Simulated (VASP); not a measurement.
# RuAu (Pm-3m) in VASP: notebook

Runs on RuAu. Level: PBE. Tasks: single point, relaxation of cell and atoms.

All numbers are computed with VASP 6.6.1; they aren't measurements. Logs are shortened: lines on timing, memory, paths and dates and some standing lists are left out, and cuts for length are marked.

### Step 1. The cell of the first run

The structure is cubic, space group Pm-3m (No. 221). The conventional cell has a = 3.104 Å, b = 3.104 Å, c = 3.104 Å, α = 90.00°, β = 90.00°, γ = 90.00°. Ru (site symmetry m-3m) has 8 Au at 2.69 Å and 6 Ru at 3.10 Å within 3.5 Å. Au (site symmetry m-3m) has 8 Ru at 2.69 Å and 6 Au at 3.10 Å within 3.5 Å.

### Step 2. Single point, PBE

File INCAR:

```
SYSTEM = RuAu
ALGO = Fast ; EDIFF = 1E-6
ENCUT = 520 ; GGA = PE
ISIF = 2 ; ISMEAR = 0
LASPH = .True. ; LCHARG = .False.
LREAL = .False. ; LWAVE = .False.
NBANDS = 20 ; NELM = 60
PREC = Accurate ; SIGMA = 0.1
```

File KPOINTS:

```
k-points
0
Gamma
  6 6 6
  0 0 0
```

File POSCAR:

```
RuAu
1.0
    3.1043802300      0.0000000000      0.0000000000
    0.0000000000      3.1043802300      0.0000000000
    0.0000000000      0.0000000000      3.1043802300
Ru Au
1 1
Direct
    0.0000000000      0.0000000000      0.0000000000
    0.5000000000      0.5000000000      0.5000000000
```

Potentials or basis: VASP PAW PBE potentials, release 64 (Ru_pv, Au).

On the command line:

```console
$ cat potpaw_PBE.64/Ru_pv/POTCAR potpaw_PBE.64/Au/POTCAR > POTCAR
$ mpirun -np 1 vasp_std > vasp.out
```

OUTCAR:

```text
SYSTEM = RuAu
   EDIFF = 1E-6
   ENCUT = 520
   GGA = PE
   ISIF = 2
   ISMEAR = 0
   LASPH = .True.
   LREAL = .False.
   NELM = 60
   PREC = Accurate

 ion  position               nearest neighbor table
   1  0.000  0.000  0.000-   2 2.69   2 2.69   2 2.69   2 2.69   2 2.69   2 2.69   2 2.69   2 2.69

   2  0.500  0.500  0.500-   1 2.69   1 2.69   1 2.69   1 2.69   1 2.69   1 2.69   1 2.69   1 2.69

  LATTYP: Found a simple cubic cell.
 ALAT       =     3.1043802300

  Lattice vectors:

 A1 = (   3.1043802300,   0.0000000000,   0.0000000000)
 A2 = (   0.0000000000,   3.1043802300,   0.0000000000)
 A3 = (   0.0000000000,   0.0000000000,   3.1043802300)

Analysis of symmetry for initial positions (statically):
=====================================================================
 Subroutine PRICEL returns:
 Original cell was already a primitive cell.

 Routine SETGRP: Setting up the symmetry group for a
 simple cubic supercell.

 Subroutine GETGRP returns: Found 48 space group operations
[... 9 lines left out ...]

 Routine SETGRP: Setting up the symmetry group for a
 simple cubic supercell.

 Subroutine GETGRP returns: Found 48 space group operations
[... 11 lines left out ...]
                                     Primitive cell

  volume of cell :      29.9175

  direct lattice vectors                    reciprocal lattice vectors
     3.104380230  0.000000000  0.000000000     0.322125489  0.000000000  0.000000000
     0.000000000  3.104380230  0.000000000     0.000000000  0.322125489  0.000000000
     0.000000000  0.000000000  3.104380230     0.000000000  0.000000000  0.322125489

  length of vectors
     3.104380230  3.104380230  3.104380230     0.322125489  0.322125489  0.322125489

  position of ions in fractional coordinates (direct lattice)
     0.000000000  0.000000000  0.000000000
     0.500000000  0.500000000  0.500000000

  ion indices of the primitive-cell ions
   primitive index   ion index
                 1           1
                 2           2

----------------------------------------------------------------------------------------

 KPOINTS: k-points

Automatic generation of k-mesh.
 Grid dimensions read from file:
 generate k-points for:    6    6    6

 Generating k-lattice:

  Cartesian coordinates                     Fractional coordinates (reciprocal lattice)
     0.053687582  0.000000000  0.000000000     0.166666667  0.000000000  0.000000000
     0.000000000  0.053687582  0.000000000     0.000000000  0.166666667  0.000000000
     0.000000000  0.000000000  0.053687582     0.000000000  0.000000000  0.166666667

  Length of vectors
     0.053687582  0.053687582  0.053687582

  Shift w.r.t. Gamma in fractional coordinates (k-lattice)
     0.000000000  0.000000000  0.000000000

 Subroutine IBZKPT returns following result:
 ===========================================

 Found     20 irreducible k-points:

 Following reciprocal coordinates:
            Coordinates               Weight
  0.000000  0.000000  0.000000      1.000000
  0.166667  0.000000  0.000000      6.000000
  0.333333  0.000000  0.000000      6.000000
  0.500000  0.000000  0.000000      3.000000
  0.166667  0.166667  0.000000     12.000000
  0.333333  0.166667  0.000000     24.000000
[... 12 lines left out ...]
  0.500000  0.500000  0.333333      6.000000
  0.500000  0.500000  0.500000      1.000000
   k-points           NKPTS =     20   k-points in BZ     NKDIM =     20   number of bands    NBANDS=     20
   number of dos      NEDOS =    301   number of ions     NIONS =      2
   total plane-waves  NPLWV =  13824
   dimension x,y,z NGX =    24 NGY =   24 NGZ =   24
   dimension x,y,z NGXF=    48 NGYF=   48 NGZF=   48
   ions per type =               1   1
   NGX,Y,Z   is equivalent  to a cutoff of  12.85, 12.85, 12.85 a.u.
   NGXF,Y,Z  is equivalent  to a cutoff of  25.70, 25.70, 25.70 a.u.
 SYSTEM =  RuAu
   PREC   = accura    normal or accurate (medium, high low for compatibility)
   ISTART =      0    job   : 0-new  1-cont  2-samecut
   ICHARG =      2    charge: 1-file 2-atom 10-const
   ISPIN  =      1    spin polarized calculation?
   LNONCOLLINEAR =      F non collinear calculations
   LSORBIT =      F    spin-orbit coupling
   LASPH  =      T    aspherical Exc in radial PAW
   ENCUT  =  520.0 eV  38.22 Ry    6.18 a.u.   5.77  5.77  5.77*2*pi/ulx,y,z
   NELM   =     60;   NELMIN=  2; NELMDL= -5     # of ELM steps
   EDIFF  = 0.1E-05   stopping-criterion for ELM
   LREAL  =      F    real-space projection
   EDIFFG = 0.1E-04   stopping-criterion for IOM
   NSW    =      0    number of steps for IOM
   IBRION =     -1    ionic relax: 0-MD 1-quasi-New 2-CG
   NFREE  =      0    steps in history (QN), initial steepest desc. (CG)
   ISIF   =      2    stress and relaxation
   ISYM   =      2    0-nonsym 1-usesym 2-fastsym
   POTIM  = 0.5000    time-step for ionic-motion
   TEBEG  =    0.0;   TEEND  =   0.0 temperature during run
   PSTRESS=    0.0 pullay stress
   NELECT =      25.0000    total number of electrons
   NUPDOWN=      -1.0000    fix difference up-down
   EMIN   =  10.00;   EMAX   =-10.00  energy-range for DOS
   EFERMI =   0.00;   METHOD = LEGACY
   ISMEAR =     0;   SIGMA  =   0.10  broadening in eV -4-tet -1-fermi 0-gaus
   EFERMI_NEDOS =   21; number of points for ismear=-14 and -15
   IALGO  =     68    algorithm
   IMIX   =      4    mixing-type and parameters
     AMIX     =   0.40;   BMIX     =  1.00
     AMIX_MAG =   1.60;   BMIX_MAG =  1.00
  volume/ion in A,a.u.               =      14.96       100.95
  Fermi-wavevector in a.u.,A,eV,Ry     =   1.541984  2.913928 32.350780  2.377715
  Thomas-Fermi vector in A             =   2.647853
   LORBIT       =      0    0 simple, 1 ext, 2 COOP (PROOUT), +10 PAW based schemes
   GGA     = PE    functional components
   LHFCALC =     F    Hartree Fock is set to
   AEXX    =    0.0000 exact exchange contribution
   IVDW    =     0    specifies the selected vdW correction
   LEPSILON=     F    determine dielectric tensor
   LRPA    =     F    only Hartree local field effects (RPA)
 non-spin polarized calculation
 RMM-DIIS sequential band-by-band and
 Gauss-broadening in eV      SIGMA  =   0.10
  energy-cutoff  :      520.00
  volume of cell :       29.92
 maximum number of plane-waves:       840
 NGX is ok and might be reduce to    24
   NGX = 11   NGY = 11   NGZ = 11

 number of electron      24.9999999 magnetization

 Free energy of the ion-electron system (eV)
  ---------------------------------------------------
  ext. energy  EPLUGINS =         0.00000000
  ---------------------------------------------------
  free energy    TOTEN  =       -11.15879370 eV

  energy without entropy =      -11.14659738  energy(sigma->0) =      -11.15269554

 E-fermi :  11.3330     XC(G=0): -13.5128

 val. band max:       11.2905937922   @ k =   0.1667   0.1667   0.1667
 cond. band min:      11.4687560156   @ k =   0.3333   0.1667   0.1667
 fundamental gap:      0.1781622235
 Fermi energy:        11.3330167922

 k-point     1 :       0.0000    0.0000    0.0000
  band No.  band energies     occupation
      1     -31.1299      2.00000
      2     -31.1299      2.00000
      3     -31.1299      2.00000
      4       1.9472      2.00000
      5       4.3086      2.00000
      6       4.3086      2.00000
[... 12 lines left out ...]
     19      26.6228      0.00000
     20      28.3250      0.00000

 k-point     2 :       0.1667    0.0000    0.0000
  band No.  band energies     occupation
      1     -31.1647      2.00000
      2     -31.1280      2.00000
      3     -31.1280      2.00000
      4       2.5056      2.00000
      5       4.5391      2.00000
      6       4.6859      2.00000
[... 12 lines left out ...]
     19      27.5150      0.00000
     20      28.2407      0.00000

 k-point     3 :       0.3333    0.0000    0.0000
  band No.  band energies     occupation
      1     -31.2339      2.00000
      2     -31.1244      2.00000
      3     -31.1244      2.00000
      4       3.8764      2.00000
      5       5.1281      2.00000
      6       5.6316      2.00000
[... 12 lines left out ...]
     19      26.5270      0.00000
     20      28.2405      0.00000

 k-point     4 :       0.5000    0.0000    0.0000
  band No.  band energies     occupation
      1     -31.2683      2.00000
      2     -31.1226      2.00000
      3     -31.1226      2.00000
      4       4.7168      2.00000
      5       5.5551      2.00000
      6       6.5281      2.00000
[... 12 lines left out ...]
     19      27.4533      0.00000
     20      27.4533      0.00000

 k-point     5 :       0.1667    0.1667    0.0000
  band No.  band energies     occupation
      1     -31.1647      2.00000
      2     -31.1593      2.00000
      3     -31.1259      2.00000
      4       2.9992      2.00000
      5       4.7803      2.00000
      6       5.0077      2.00000
[... 12 lines left out ...]
     19      28.2303      0.00000
     20      28.3551      0.00000
[... 261 lines left out ...]
      6       5.6566      2.00000
[... 12 lines left out ...]
     19      23.9602      0.00000
     20      24.2565      0.00000

 k-point    18 :       0.5000    0.3333    0.3333
  band No.  band energies     occupation
      1     -31.2447      2.00000
      2     -31.2113      2.00000
      3     -31.2089      2.00000
      4       5.0882      2.00000
      5       5.4486      2.00000
      6       5.6262      2.00000
[... 12 lines left out ...]
     19      22.0550      0.00000
     20      22.7089      0.00000

 k-point    19 :       0.5000    0.5000    0.3333
  band No.  band energies     occupation
      1     -31.2422      2.00000
      2     -31.2422      2.00000
      3     -31.2082      2.00000
      4       5.2101      2.00000
      5       5.5099      2.00000
      6       5.5099      2.00000
[... 12 lines left out ...]
     19      23.2567      0.00000
     20      23.2889      0.00000

 k-point    20 :       0.5000    0.5000    0.5000
  band No.  band energies     occupation
      1     -31.2407      2.00000
      2     -31.2407      2.00000
      3     -31.2407      2.00000
      4       5.5480      2.00000
      5       5.5480      2.00000
      6       5.5480      2.00000
[... 12 lines left out ...]
     19      20.7109      0.00000
     20      20.7109      0.00000

------------------------ aborting loop because EDIFF is reached ----------------------------------------

  FORCE on cell =-STRESS in cart. coord.  units (eV):
  Direction    XX          YY          ZZ          XY          YZ          ZX
  --------------------------------------------------------------------------------------
  -------------------------------------------------------------------------------------
  Total        2.6807953      2.6807953      2.6807953     -0.0000000     -0.0000000      0.0000000
  in kB      143.5653113    143.5653113    143.5653113     -0.0000000     -0.0000000      0.0000000
  external PRESSURE =     143.5653113 kB  Pullay stress =       0.0000000 kB

 VOLUME and BASIS-vectors are now :
 -----------------------------------------------------------------------------
  energy-cutoff  :      520.00
  volume of cell :       29.92
      direct lattice vectors                 reciprocal lattice vectors
     3.104380230  0.000000000  0.000000000     0.322125489  0.000000000  0.000000000
     0.000000000  3.104380230  0.000000000     0.000000000  0.322125489  0.000000000
     0.000000000  0.000000000  3.104380230     0.000000000  0.000000000  0.322125489

 POSITION                                       TOTAL-FORCE (eV/Angst)
 -----------------------------------------------------------------------------------
      0.00000      0.00000      0.00000         0.000000      0.000000      0.000000
      1.55219      1.55219      1.55219         0.000000      0.000000      0.000000
 -----------------------------------------------------------------------------------
    total drift:                                0.000000      0.000000     -0.000000

  FREE ENERGIE OF THE ION-ELECTRON SYSTEM (eV)
  ---------------------------------------------------
  free  energy   TOTEN  =       -11.1587937038 eV

  energy  without entropy=      -11.1465973751  energy(sigma->0) =      -11.15269554
```

It took 9.1 s on 1 thread of AMD EPYC 9R14 (Zen 4), shared host; peak memory 0.11 GiB.

What came out:

```
Free energy : -11.1588 eV
Pressure    : 14.4 GPa
```

Caveat: spin-orbit coupling is left out, which moves the levels of the heavy elements.

### Step 3. Single point, PBE

This run uses another cell than the first one, of 15.91 Å³/atom, 1.064 times its volume.

File INCAR:

```
SYSTEM = RuAu
PREC     = Accurate       ! precision mode
ENCUT    = 520            ! plane-wave cutoff, eV
EDIFF    = 1E-7           ! SCF threshold, eV
ISMEAR   = 0              ! smearing method
SIGMA    = 0.1            ! smearing width, eV
LREAL    = .FALSE.        ! projectors in reciprocal space
LASPH    = .TRUE.         ! aspherical terms in the spheres
NELM     = 100            ! most SCF steps
ALGO     = Normal         ! electronic algorithm
ISIF     = 2              ! what is computed and relaxed
LWAVE    = .FALSE.        ! write WAVECAR
LCHARG   = .TRUE.         ! write CHGCAR
GGA      = PE             ! functional
LELF     = .TRUE.         ! ELF
LVHAR    = .TRUE.       
NBANDS   = 20             ! bands
```

File KPOINTS:

```
regular mesh
0
G
  6 6 6
  0 0 0
```

File POSCAR:

```
RuAu
1.0
    3.1688718480      0.0000000000      0.0000000000
    0.0000000000      3.1688718480      0.0000000000
    0.0000000000      0.0000000000      3.1688718480
Ru Au
1 1
Direct
    0.0000000000      0.0000000000      0.0000000000
    0.5000000000      0.5000000000      0.5000000000
```

Potentials or basis: VASP PAW PBE potentials, release 64 (Ru_pv, Au).

On the command line:

```console
$ cat potpaw_PBE.64/Ru_pv/POTCAR potpaw_PBE.64/Au/POTCAR > POTCAR
$ mpirun -np 1 vasp_std > vasp.out
```

Run time: 9.5 s. Hardware: 1 thread of AMD EPYC 9R14 (Zen 4), shared host; peak memory 0.12 GiB.

The run converged. Its results:

```yaml
Free_energy: -11.2371 eV
Pressure: -0.5 GPa
```

Levels at points of the mesh, in eV from the Fermi level:
```
           k point  band 8  band 9  band 10  band 11  band 12  band 13  band 14  band 15  band 16  band 17
(0.00, 0.00, 0.00)   -4.24   -4.24    -1.07    -1.07     0.61     0.61     0.61     7.65     7.65     7.65
(0.50, 0.00, 0.00)   -4.35   -3.58    -2.75    -1.70    -1.59    -1.59    -0.40     1.48    11.45    14.25
(0.50, 0.50, 0.00)   -2.74   -2.25    -0.70     0.28     0.28     0.54     0.86     0.86     5.64     7.91
(0.50, 0.50, 0.50)   -3.42   -3.42    -2.69    -2.69     0.61     0.61     3.41     8.63     8.89     8.89
```

Caveat: spin-orbit coupling is left out, which moves the levels of the heavy elements.

### Step 4. Relaxation of cell and atoms, PBE

File INCAR:

```
ALGO = Normal
EDIFF = 1E-6
EDIFFG = -0.04
ENCUT = 600
GGA = PE
IBRION = 2
ISIF = 3
ISMEAR = 0
LASPH = True
LCHARG = False
LREAL = False
LWAVE = False
NELM = 60
NSW = 90
PREC = Accurate
SIGMA = 0.1
```

File KPOINTS:

```
k-points
0
Gamma
  6 6 6
```

File POSCAR:

```
RuAu
1.0
    3.1043802300      0.0000000000      0.0000000000
    0.0000000000      3.1043802300      0.0000000000
    0.0000000000      0.0000000000      3.1043802300
Ru Au
1 1
Direct
    0.0000000000      0.0000000000      0.0000000000
    0.5000000000      0.5000000000      0.5000000000
```

On the command line:

```console
$ cat potpaw_PBE.64/Ru_pv/POTCAR potpaw_PBE.64/Au/POTCAR > POTCAR
$ mpirun -np 1 vasp_std > vasp.out
```

Run time: 31 s. Hardware: 1 thread of AMD EPYC 9R14 (Zen 4), shared host; peak memory 0.14 GiB.

It converged, with:

```
Free energy                            : -11.2362 eV
Relaxed volume                         : 15.88 Å³/atom
Relaxed cell                           : a = 3.167 Å, b = 3.167 Å, c = 3.167 Å, α = 90.00°, β = 90.00°, γ = 90.00°
Space group after relaxing (to 0.05 Å) : Pm-3m (No. 221)
Energy gained by relaxing              : 38.6 meV/atom
Ionic steps                            : 4
Pressure after relaxing                : -0.1 GPa
```

Step by step:
```csv
step,energy change (eV),largest force (eV/Å),pressure (GPa),volume (Å³)
1,0.0000,0.0000,14.40,29.92
2,0.2182,0.0000,-18.78,36.12
3,-0.0770,0.0000,-0.56,31.83
4,-0.0771,0.0000,-0.07,31.76
```

Final structure:
```xyz
2
Lattice="3.1667 0.0000 0.0000 0.0000 3.1667 0.0000 0.0000 0.0000 3.1667" Properties=species:S:1:pos:R:3 pbc="T T T"
Ru    0.0000    0.0000    0.0000
Au    1.5834    1.5834    1.5834
```

Levels at points of the mesh, in eV from the Fermi level:
| k point | band 8 | band 9 | band 10 | band 11 | band 12 | band 13 | band 14 | band 15 | band 16 |
| --- | --- | --- | --- | --- | --- | --- | --- | --- | --- |
| (0.00, 0.00, 0.00) | -4.25 | -4.25 | -1.07 | -1.07 | 0.61 | 0.61 | 0.61 | 7.65 | 7.65 |
| (0.50, 0.00, 0.00) | -4.36 | -3.59 | -2.76 | -1.71 | -1.60 | -1.60 | -0.41 | 1.48 | 11.45 |
| (0.50, 0.50, 0.00) | -2.75 | -2.26 | -0.70 | 0.28 | 0.28 | 0.54 | 0.86 | 0.86 | 5.65 |
| (0.50, 0.50, 0.50) | -3.43 | -3.43 | -2.70 | -2.70 | 0.61 | 0.61 | 3.42 | 8.90 | 8.90 |

Caveat: spin-orbit coupling is left out, which moves the levels of the heavy elements.

### Step 5. Single point, PBE, collinear spin, ferromagnetic start

This run uses another cell than the first one, of 15.91 Å³/atom, 1.064 times its volume.

File INCAR:

```
SYSTEM = RuAu
PREC = Accurate ; ENCUT = 520
EDIFF = 1E-6 ; ISMEAR = 0
SIGMA = 0.1 ; LREAL = .False.
LASPH = .True. ; NELM = 150
ALGO = Normal ; ISIF = 2
LWAVE = .False. ; LCHARG = .True.
ISPIN = 2 ; MAGMOM = 1 0
LORBIT = 11 ; LMAXMIX = 4
GGA = PE ; LELF = .True.
LVHAR = .True. ; NBANDS = 24
```

File KPOINTS:

```
Automatic mesh
0
Gamma
  6 6 6
  0 0 0
```

File POSCAR:

```
RuAu
1.0
    3.1688718480      0.0000000000      0.0000000000
    0.0000000000      3.1688718480      0.0000000000
    0.0000000000      0.0000000000      3.1688718480
Ru Au
1 1
Direct
    0.0000000000      0.0000000000      0.0000000000
    0.5000000000      0.5000000000      0.5000000000
```

On the command line:

```console
$ cat potpaw_PBE.64/Ru_pv/POTCAR potpaw_PBE.64/Au/POTCAR > POTCAR
$ mpirun -np 1 vasp_std > vasp.out
```

Wall time 26 s (1 thread of AMD EPYC 9R14 (Zen 4), shared host); peak memory 0.13 GiB.

It converged, with:

```
Free energy                                           : -11.2371 eV
Pressure                                              : -0.5 GPa
Net moment                                            : 0.00 μB per cell
Valence electrons inside the program's atomic spheres : Ru 12.42; Au 9.76
```

Levels at points of the mesh, in eV from the Fermi level:
Spin up:
```tsv
k point	band 9	band 10	band 11	band 12	band 13	band 14	band 15	band 16
(0.00, 0.00, 0.00)	-4.24	-1.07	-1.07	0.61	0.61	0.61	7.65	7.65
(0.50, 0.00, 0.00)	-3.58	-2.75	-1.70	-1.59	-1.59	-0.40	1.48	11.45
(0.50, 0.50, 0.00)	-2.25	-0.70	0.28	0.28	0.54	0.86	0.86	5.64
(0.50, 0.50, 0.50)	-3.42	-2.69	-2.69	0.61	0.61	3.41	8.63	8.89
```
Spin down:
```tsv
k point	band 10	band 11	band 12	band 13	band 14	band 15
(0.00, 0.00, 0.00)	-1.07	-1.07	0.61	0.61	0.61	7.65
(0.50, 0.00, 0.00)	-2.75	-1.70	-1.59	-1.59	-0.40	1.48
(0.50, 0.50, 0.00)	-0.70	0.28	0.28	0.54	0.86	0.86
(0.50, 0.50, 0.50)	-2.69	-2.69	0.61	0.61	3.41	8.63
```

Caveat: spin-orbit coupling is left out, which moves the levels of the heavy elements.

[end of part 1 of 2]
